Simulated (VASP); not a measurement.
Lu: single point with PBE

The system is Lu.

```
Lu
1.0
     3.15271    0.00000    0.00000
     0.00000    3.15271    0.00000
     0.00000    0.00000    3.15271
Lu
1
Cartesian
  0.0000 0.0000 0.0000
```

This cell differs from its parent crystal: volume scaled by 0.95.

| Property | Result |
| --- | --- |
| Program | VASP 6.6.1 |
| Task | single point |
| Functional | PBE |
| Potentials or basis | VASP PAW PBE potentials, release 64 (Lu) |
| Cutoff | 520 eV |
| k mesh | 12 × 12 × 12 |
| Occupations | fermi-dirac, width 0.1 eV |
| Spin | no spin polarisation |
| Dipole correction | no |
| Further INCAR settings | ALGO = Normal; EDIFF = 1e-06; NBANDS = 18 |

The pressure is 1.7 GPa.

Levels at points of the mesh, in eV from the Fermi level:
```tsv
k point	band 8	band 9	band 10	band 11	band 12	band 13	band 14	band 15	band 16	band 17
(0.00, 0.00, 0.00)	-5.34	-5.31	-5.31	-5.31	-5.28	-0.44	-0.44	6.30	6.30	6.30
(0.50, 0.00, 0.00)	-5.33	-5.29	-5.26	-5.26	-2.70	-0.32	0.37	3.35	3.35	6.62
(0.50, 0.50, 0.00)	-5.32	-5.32	-5.27	-5.26	-1.88	-0.14	3.48	3.48	4.00	4.00
(0.50, 0.50, 0.50)	-5.35	-5.28	-5.28	-5.28	-0.46	-0.46	-0.46	6.20	7.98	7.98
```

Wall time 22 s on 1 thread of Intel(R) Xeon(R) Platinum 8488C (Sapphire Rapids) (shared host), peak memory 0.17 GiB.

Caveat: spin-orbit coupling is left out, which moves the levels of the heavy elements.
